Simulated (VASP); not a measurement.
# Rh (P6_3/mmc) in VASP: further runs

Runs on Rh. Level: r2SCAN. Tasks: single point.

Program: VASP 6.6.1. These are calculated values, not measurements. Logs are shortened: lines on timing, memory, paths and dates and some standing lists are left out, and cuts for length are marked.

### Step 1. The cell of the first run

It takes space group P6_3/mmc (No. 194, hexagonal). Conventional cell: a = 2.731 Å, b = 2.731 Å, c = 4.428 Å, α = 90.00°, β = 90.00°, γ = 120.00°. Rh (site symmetry -6m2) has 12 Rh at 2.72 to 2.73 Å within 3.6 Å.

This isn't the form of Rh at room conditions, which is fcc.

### Step 2. Single point, r2SCAN

File POSCAR:

```
Rh
1.0
    2.7309790000      0.0000000000      0.0000000000
   -1.3654900000      2.3650970000      0.0000000000
    0.0000000000      0.0000000000      4.4284890000
Rh
2
Direct
    0.6666666667      0.3333333333      0.7500000000
    0.3333333333      0.6666666667      0.2500000000
```

File INCAR.step1:

```
SYSTEM = Rh
ALGO = Normal ; EDIFF = 1E-5
ENCUT = 680 ; GGA = PE
GGA_COMPAT = .False. ; ISMEAR = -1
LASPH = .True. ; LCHARG = .False.
LREAL = .False. ; LWAVE = .True.
NBANDS = 24 ; NELM = 120
PREC = Accurate ; SIGMA = 0.1
```

File INCAR.step2:

```
SYSTEM = Rh
ALGO = Normal ; EDIFF = 1E-6
ENCUT = 680 ; GGA_COMPAT = .False.
ISIF = 2 ; ISMEAR = -1
ISTART = 1 ; LASPH = .True.
LCHARG = .False. ; LMIXTAU = .True.
LREAL = .False. ; LWAVE = .False.
METAGGA = R2SCAN ; NBANDS = 24
NELM = 120 ; PREC = Accurate
SIGMA = 0.1
```

File KPOINTS:

```
k-points
0
Gamma
  8 8 5
  0 0 0
```

Potentials or basis: VASP PAW PBE potentials, release 64 (Rh_sv_GW).

Command:

```bash
$ cat potpaw_PBE.64/Rh_sv_GW/POTCAR > POTCAR
$ cp INCAR.step1 INCAR
$ mpirun -np 1 vasp_std > vasp.out
$ cp INCAR.step2 INCAR
$ mpirun -np 1 vasp_std > vasp.out
```

OUTCAR:

```text
SYSTEM = Rh
   EDIFF = 1E-6
   ENCUT = 680
   ISIF = 2
   ISMEAR = -1
   ISTART = 1
   LASPH = .True.
   LREAL = .False.
   METAGGA = R2SCAN
   NELM = 120
   PREC = Accurate

 ion  position               nearest neighbor table
   1  0.667  0.333  0.750-
   2  0.333  0.667  0.250-

  LATTYP: Found a hexagonal cell.
 ALAT       =     2.7309790000
 C/A-ratio  =     1.6215756328

  Lattice vectors:

 A1 = (   2.7309790000,   0.0000000000,   0.0000000000)
 A2 = (  -1.3654900000,   2.3650970000,   0.0000000000)
 A3 = (   0.0000000000,   0.0000000000,   4.4284890000)

Analysis of symmetry for initial positions (statically):
=====================================================================
 Subroutine PRICEL returns:
 Original cell was already a primitive cell.

 Routine SETGRP: Setting up the symmetry group for a
 hexagonal supercell.

 Subroutine GETGRP returns: Found 24 space group operations
 (whereof 12 operations were pure point group operations)
 out of a pool of 24 trial point group operations.

The static configuration has the point symmetry D_3d.
 The point group associated with its full space group is D_6h.

Analysis of symmetry for dynamics (positions and initial velocities):
=====================================================================
 Subroutine PRICEL returns:
 Original cell was already a primitive cell.

 Routine SETGRP: Setting up the symmetry group for a
 hexagonal supercell.

 Subroutine GETGRP returns: Found 24 space group operations
 (whereof 12 operations were pure point group operations)
 out of a pool of 24 trial point group operations.

The dynamic configuration has the point symmetry D_3d.
 The point group associated with its full space group is D_6h.

 Subroutine INISYM returns: Found 24 space group operations
 (whereof 12 operations are pure point group operations),
 and found     1 'primitive' translations

----------------------------------------------------------------------------------------

                                     Primitive cell

  volume of cell :      28.6037

  direct lattice vectors                    reciprocal lattice vectors
     2.730979000  0.000000000  0.000000000     0.366169055  0.211407897  0.000000000
    -1.365490000  2.365097000  0.000000000     0.000000000  0.422815639  0.000000000
     0.000000000  0.000000000  4.428489000     0.000000000  0.000000000  0.225810655

  length of vectors
[... 71 lines left out ...]
   NGXF,Y,Z  is equivalent  to a cutoff of  29.22, 29.22, 30.03 a.u.
 SYSTEM =  Rh
   PREC   = accura    normal or accurate (medium, high low for compatibility)
   ISTART =      1    job   : 0-new  1-cont  2-samecut
   ICHARG =      0    charge: 1-file 2-atom 10-const
   ISPIN  =      1    spin polarized calculation?
   LNONCOLLINEAR =      F non collinear calculations
   LSORBIT =      F    spin-orbit coupling
   LASPH  =      T    aspherical Exc in radial PAW
   ENCUT  =  680.0 eV  49.98 Ry    7.07 a.u.   5.81  5.81  9.42*2*pi/ulx,y,z
   NELM   =    120;   NELMIN=  2; NELMDL=  0     # of ELM steps
   EDIFF  = 0.1E-05   stopping-criterion for ELM
   LREAL  =      F    real-space projection
   EDIFFG = 0.1E-04   stopping-criterion for IOM
   NSW    =      0    number of steps for IOM
   IBRION =     -1    ionic relax: 0-MD 1-quasi-New 2-CG
   NFREE  =      0    steps in history (QN), initial steepest desc. (CG)
   ISIF   =      2    stress and relaxation
   ISYM   =      2    0-nonsym 1-usesym 2-fastsym
   POTIM  = 0.5000    time-step for ionic-motion
   TEBEG  =    0.0;   TEEND  =   0.0 temperature during run
   PSTRESS=    0.0 pullay stress
   NELECT =      34.0000    total number of electrons
   NUPDOWN=      -1.0000    fix difference up-down
   EMIN   =  10.00;   EMAX   =-10.00  energy-range for DOS
   EFERMI =   0.00;   METHOD = LEGACY
   ISMEAR =    -1;   SIGMA  =   0.10  broadening in eV -4-tet -1-fermi 0-gaus
   EFERMI_NEDOS =   21; number of points for ismear=-14 and -15
   IALGO  =     38    algorithm
   IMIX   =      4    mixing-type and parameters
     AMIX     =   0.40;   BMIX     =  1.00
     AMIX_MAG =   1.60;   BMIX_MAG =  1.00
  volume/ion in A,a.u.               =      14.30        96.51
  Fermi-wavevector in a.u.,A,eV,Ry     =   1.734177  3.277120 40.917767  3.007371
  Thomas-Fermi vector in A             =   2.808023
   LORBIT       =      0    0 simple, 1 ext, 2 COOP (PROOUT), +10 PAW based schemes
   METAGGA = R2SCAN    functional components
   LHFCALC =     F    Hartree Fock is set to
   AEXX    =    0.0000 exact exchange contribution
   IVDW    =     0    specifies the selected vdW correction
   LEPSILON=     F    determine dielectric tensor
   LRPA    =     F    only Hartree local field effects (RPA)
 non-spin polarized calculation
  energy-cutoff  :      680.00
  volume of cell :       28.60
 maximum number of plane-waves:      1166
 NGX is ok and might be reduce to    24
   NGX = 11   NGY = 11   NGZ = 19

 number of electron      33.9999995 magnetization

 Free energy of the ion-electron system (eV)
  ---------------------------------------------------
  ext. energy  EPLUGINS =         0.00000000
  ---------------------------------------------------
  free energy    TOTEN  =       -46.46542381 eV

  energy without entropy =      -46.33633868  energy(sigma->0) =      -46.40088125

 E-fermi :  10.1026     XC(G=0): -14.9790

 val. band max:       10.0846806881   @ k =   0.3750   0.1250   0.0000
 cond. band min:      10.1482482101   @ k =   0.5000  -0.0000   0.2000
 fundamental gap:      0.0635675220
 Fermi energy:        10.1026045923

 k-point     1 :       0.0000    0.0000    0.0000
  band No.  band energies     occupation
      1     -70.9982      2.00000
      2     -70.8914      2.00000
      3     -38.3800      2.00000
      4     -37.7762      2.00000
      5     -37.7762      2.00000
      6     -37.6860      2.00000
[... 637 lines left out ...]
     23      25.9284      0.00000
     24      27.5711      0.00000

 [... further k-points ...]
[... 5 lines left out ...]
  --------------------------------------------------------------------------------------
  -------------------------------------------------------------------------------------
  Total       -1.4168243     -1.4168241     -1.8229100      0.0000003      0.0000000      0.0000000
  in kB      -79.3603730    -79.3603602   -102.1063908      0.0000168      0.0000000      0.0000000
  external PRESSURE =     -86.9423747 kB  Pullay stress =       0.0000000 kB

 VOLUME and BASIS-vectors are now :
 -----------------------------------------------------------------------------
  energy-cutoff  :      680.00
  volume of cell :       28.60
      direct lattice vectors                 reciprocal lattice vectors
     2.730979000  0.000000000  0.000000000     0.366169055  0.211407897  0.000000000
    -1.365490000  2.365097000  0.000000000     0.000000000  0.422815639  0.000000000
     0.000000000  0.000000000  4.428489000     0.000000000  0.000000000  0.225810655

 POSITION                                       TOTAL-FORCE (eV/Angst)
 -----------------------------------------------------------------------------------
      1.36549      0.78837      3.32137         0.000000     -0.000000      0.000000
     -0.00000      1.57673      1.10712        -0.000000      0.000000      0.000000
 -----------------------------------------------------------------------------------
    total drift:                                0.000000     -0.000000      0.000000

  FREE ENERGIE OF THE ION-ELECTRON SYSTEM (eV)
  ---------------------------------------------------
  free  energy   TOTEN  =       -46.4654238140 eV

  energy  without entropy=      -46.3363386845  energy(sigma->0) =      -46.40088125
```

Wall time 83 s (1 thread of Intel Xeon Platinum 8375C at 2.90GHz (Ice Lake), shared host); peak memory 0.19 GiB.

Results:

| Item | Value |
| --- | --- |
| Free energy | -46.4654 eV |
| Pressure | -8.7 GPa |
| Band gap on the k mesh | zero (bands 17 and 18 overlap by 2.02 eV) |

Stress tensor (GPa, compression positive):
```
 -7.94   0.00   0.00
  0.00  -7.94   0.00
  0.00   0.00 -10.21
```

Levels at points of the mesh, in eV from the Fermi level:
| k point | band 14 | band 15 | band 16 | band 17 | band 18 | band 19 | band 20 | band 21 |
| --- | --- | --- | --- | --- | --- | --- | --- | --- |
| (0.00, 0.00, 0.00) | -2.44 | -2.44 | -1.84 | -1.84 | 0.15 | 0.15 | 0.92 | 8.67 |
| (0.50, 0.00, 0.00) | -2.16 | -2.02 | 0.43 | 0.60 | 0.72 | 3.10 | 5.25 | 10.60 |

Caveat: the cell stands under tension; the PAW data sets were made with another functional, which shifts forces and pressure a little.

### Step 3. Single point, r2SCAN

POSCAR is that of step 2.

File INCAR.step1:

```
  PREC = Accurate
  ENCUT = 680
  ISMEAR = -1
  SIGMA = 0.1
  LREAL = False
  LASPH = True
  NELM = 120
  NBANDS = 24
  GGA = PE
  ALGO = Normal
  EDIFF = 1E-5
  LWAVE = True
  LCHARG = False
  GGA_COMPAT = False
```

File INCAR.step2:

```
  PREC = Accurate
  ENCUT = 680
  EDIFF = 1E-6
  ISMEAR = -1
  SIGMA = 0.1
  LREAL = False
  LASPH = True
  NELM = 120
  ALGO = Normal
  ISIF = 2
  LWAVE = False
  LCHARG = False
  METAGGA = R2SCAN
  LMIXTAU = True
  NBANDS = 24
  ISTART = 1
  GGA_COMPAT = False
```

File KPOINTS:

```
Automatic mesh
0
Gamma
  6 6 4
```

Potentials or basis: VASP PAW PBE potentials, release 64 (Rh_sv_GW).

Command:

```bash
$ cat potpaw_PBE.64/Rh_sv_GW/POTCAR > POTCAR
$ cp INCAR.step1 INCAR
$ mpirun -np 1 vasp_std > vasp.out
$ cp INCAR.step2 INCAR
$ mpirun -np 1 vasp_std > vasp.out
```

It took 37 s on 1 thread of Intel Xeon 6975P-C (Granite Rapids), shared host; peak memory 0.18 GiB.

It converged, with:

```
Free energy            : -46.4681 eV
Pressure               : -9.0 GPa
Band gap on the k mesh : zero (bands 17 and 18 overlap by 2.34 eV)
```

Stress tensor (GPa, compression positive):
```
 -6.97   0.00   0.00
  0.00  -6.97   0.00
  0.00   0.00 -13.05
```

Levels at points of the mesh, in eV from the Fermi level:
```csv
k point,band 14,band 15,band 16,band 17,band 18,band 19,band 20,band 21
"(0.00, 0.00, 0.00)",-2.34,-2.34,-1.77,-1.77,0.22,0.22,0.99,8.75
"(0.50, 0.00, 0.00)",-2.10,-1.94,0.53,0.68,0.82,3.19,5.34,10.71
"(0.00, 0.00, 0.50)",-2.95,-2.95,-2.95,-0.34,-0.34,-0.34,-0.34,15.35
"(0.50, 0.00, 0.50)",-1.53,-0.17,-0.17,0.71,0.71,2.92,2.92,9.55
```

Caveat: the k points lie up to 0.44 Å⁻¹ apart, too coarse for converged energies and pressures of a metal; the PAW data sets were made with another functional, which shifts forces and pressure a little.

The gap in the log of VASP goes by the Fermi energy; the results here count the filled bands.